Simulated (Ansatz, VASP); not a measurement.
# Two plane-wave programs on Pt

```
CELL_PARAMETERS angstrom
2.75340 0.00000 0.00000
0.00000 2.75340 0.00000
0.00000 0.00000 16.70010
ATOMIC_POSITIONS crystal
Pt 0.25000 0.25000 0.32934
Pt 0.75000 0.75000 0.44241
Pt 0.25000 0.25000 0.55759
Pt 0.75000 0.75000 0.67066
```

Alike in both runs: task single point; functional LDA; k mesh 15 × 15 × 1; occupations fermi-dirac, width 0.05 eV; no spin polarisation.

```csv
,VASP,Ansatz
version,VASP 6.6.1,Ansatz 0.2.0
potentials or method,"VASP PAW LDA potentials, release 64 (Pt)","PAW with Ansatz's default frozen-core files, scalar-relativistic"
plane-wave cutoff (eV),520,420
valence electrons in the cell,40,72
```

```csv
,VASP,Ansatz,Ansatz less VASP
rms of the force components (eV/Å),0.018,0.001,-0.0178
```

LDA's correlation is that of Perdew and Zunger in VASP and of Perdew and Wang (1992) in Ansatz. Atom by atom the forces differ by 0.018 eV/Å (rms over components). VASP's potentials hold 40 valence electrons a cell and Ansatz's 72, so a difference there can come from the potentials and not from the codes. Ansatz's warnings: vacuum density over bound.

Spin-orbit coupling is off throughout.
